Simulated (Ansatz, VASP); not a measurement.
## Rb2HfP6: VASP beside Ansatz

POSCAR

```
Rb2HfP6
1.0
    0.0000000000      4.8178160000      4.8178160000
    4.8178160000      0.0000000000      4.8178160000
    4.8178160000      4.8178160000      0.0000000000
P Hf Rb
6 1 2
Direct
    0.7563000000      0.2437000000      0.2437000000
    0.2437000000      0.7563000000      0.2437000000
    0.2437000000      0.7563000000      0.7563000000
    0.7563000000      0.2437000000      0.7563000000
    0.2437000000      0.2437000000      0.7563000000
    0.7563000000      0.7563000000      0.2437000000
    0.0000000000      0.0000000000      0.0000000000
    0.2500000000      0.2500000000      0.2500000000
    0.7500000000      0.7500000000      0.7500000000
```

File INCAR.step1:

```
SYSTEM = Rb2HfP6
ALGO = Normal
EDIFF = 1E-4
ENCUT = 520
GGA = PE
ISMEAR = -4
ISYM = 0
LASPH = .TRUE.
LCHARG = .FALSE.
LREAL = .FALSE.
LWAVE = .TRUE.
NBANDS = 39
NELM = 80
PREC = Accurate
SIGMA = 0.1
```

INCAR.step2

```
SYSTEM = Rb2HfP6
ALGO = Normal
EDIFF = 1E-7
ENCUT = 520
ISIF = 2
ISMEAR = -4
ISTART = 1
ISYM = 0
LASPH = .TRUE.
LCHARG = .FALSE.
LMIXTAU = .TRUE.
LREAL = .FALSE.
LWAVE = .FALSE.
METAGGA = R2SCAN
NBANDS = 39
NELM = 80
PREC = Accurate
SIGMA = 0.1
```

The input KPOINTS:

```
k-points
0
G
  3 3 3
  0 0 0
```

Input for Ansatz:

```yaml
crystal:
  lattice:
    - [0.0, 4.817816, 4.817816]
    - [4.817816, 0.0, 4.817816]
    - [4.817816, 4.817816, 0.0]
  atoms:
    - { symbol: P, position: [0.7563, 0.2437, 0.2437] }
    - { symbol: P, position: [0.2437, 0.7563, 0.2437] }
    - { symbol: P, position: [0.2437, 0.7563, 0.7563] }
    - { symbol: P, position: [0.7563, 0.2437, 0.7563] }
    - { symbol: P, position: [0.2437, 0.2437, 0.7563] }
    - { symbol: P, position: [0.7563, 0.7563, 0.2437] }
    - { symbol: Hf, position: [0.0, 0.0, 0.0] }
    - { symbol: Rb, position: [0.25, 0.25, 0.25] }
    - { symbol: Rb, position: [0.75, 0.75, 0.75] }
  symmetry: { detect: false }
kpoints:
  mp_grid: { grid: [3, 3, 3], shift: [0, 0, 0] }
magnetization:
  spin_polarized: false
scf:
  occupations: { method: tetrahedron_uncorrected }
hamiltonian:
  pseudopotentials: { kind: paw }
  xc: r2scan
basis:
  ecutwfc: 500
output:
  forces: true
  stress: true
  eigenvalues: true
  write_density: true
  write_potential: true
  elf: true
  volumetric_format: npy
```

Alike in both runs: task single point; functional r2SCAN; k mesh 3 × 3 × 3; no spin polarisation.

|  | VASP | Ansatz |
| --- | --- | --- |
| version | VASP 6.6.1 | Ansatz 0.2.0 |
| potentials or method | VASP PAW PBE potentials, release 64 (P, Hf_pv, Rb_sv), cutoff 520 eV | PAW plane waves |
| occupations | tetrahedron | tetrahedron-uncorrected |
| valence electrons in the cell | 58 | 74 |

|  | VASP | Ansatz | Ansatz less VASP |
| --- | --- | --- | --- |
| gap on the k mesh at the Fermi level (eV) | none | none | - |
| pressure (GPa) | 5.0 | 4.7 | -0.21 |
| rms of the force components (eV/Å) | 0.814 | 0.841 | +0.0275 |

VASP's potentials were made for PBE, not for r2SCAN. Atom by atom the forces differ by 0.027 eV/Å (rms over components). A gap of «none» marks a metal or a gap that the smearing closes. VASP's potentials hold 58 valence electrons a cell and Ansatz's 74, so a difference there can come from the potentials and not from the codes. Ansatz's warnings: band table not solved further.

The k mesh is coarse, so the values compare programs but aren't converged. Neither program's run includes spin-orbit coupling.
